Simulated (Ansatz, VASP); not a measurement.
# One calculation of CdSe, two programs

```
CELL_PARAMETERS angstrom
4.32334 0.00000 0.00000
-2.16167 3.74412 0.00000
0.00000 0.00000 7.06298
ATOMIC_POSITIONS crystal
Cd 0.33333 0.66667 0.00483
Cd 0.66667 0.33333 0.50483
Se 0.33333 0.66667 0.38017
Se 0.66667 0.33333 0.88017
```

Alike in both runs: functional PBE; dispersion D4; k mesh 6 × 6 × 4; no spin polarisation.

Ansatz relaxed the structure, and its values are those at the end. VASP's run is a single point on that final structure, the one shown.

|  | VASP | Ansatz |
| --- | --- | --- |
| version | VASP 6.6.1 | Ansatz 0.2.0 |
| potentials or method | VASP PAW PBE potentials, release 64 (Cd, Se) | plane waves, PAW |
| plane-wave cutoff (eV) | 520 | 420 |
| occupations | gaussian, width 0.01 eV | fixed |
| valence electrons in the cell | 36 | 72 |

Ansatz gave:

- pressure (GPa): 0.0

**Question.** Which values does VASP return?

**Answer.** Pressure (GPa): 0.3.

VASP's potentials hold 36 valence electrons a cell and Ansatz's 72, so a difference there can come from the potentials and not from the codes.
